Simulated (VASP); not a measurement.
TiO2, 54 atoms in the cell. The structure is tetragonal, space group I4_1/amd (No. 141). The conventional cell has a = 3.799 Å, b = 3.799 Å, c = 9.698 Å, α = 90.00°, β = 90.00°, γ = 90.00°. Ti (site symmetry -4m2) has 6 O at 1.95 to 2.00 Å within 2.6 Å. Within 2.6 Å of O (site symmetry 2mm) lie 3 Ti at 1.95 to 2.00 Å and 2 O at 2.47 Å. 

| Quantity | Value |
| --- | --- |
| Program | VASP 6.6.1 |
| Task | single point |
| Functional | PBE |
| Potentials or basis | VASP PAW PBE potentials, release 64 (Ti_sv, O) |
| Cutoff | 520 eV |
| k mesh | 2 × 2 × 2, shifted |
| Occupations | gaussian, width 0.02 eV |
| Spin | no spin polarisation |
| Dipole correction | no |
| Further INCAR settings | LREAL = Auto; ALGO = Normal; EDIFF = 1e-06; NBANDS = 249 |

Potentials or basis: VASP PAW PBE potentials, release 64 (Ti_sv, O).

Launch:

```sh
$ cat potpaw_PBE.64/Ti_sv/POTCAR potpaw_PBE.64/O/POTCAR > POTCAR
$ mpirun -np 4 vasp_std > vasp.out
```

Hardware: 4 MPI ranks on Intel(R) Xeon(R) Platinum 8259CL CPU @ 2.50GHz (Skylake/Cascade Lake) (shared host).

How long does it take, and how much memory?

Wall time 14 min on 4 MPI ranks on Intel(R) Xeon(R) Platinum 8259CL CPU @ 2.50GHz (Skylake/Cascade Lake) (shared host), peak memory 0.51 GiB a rank. Counts: scf iterations 17, k points 3.
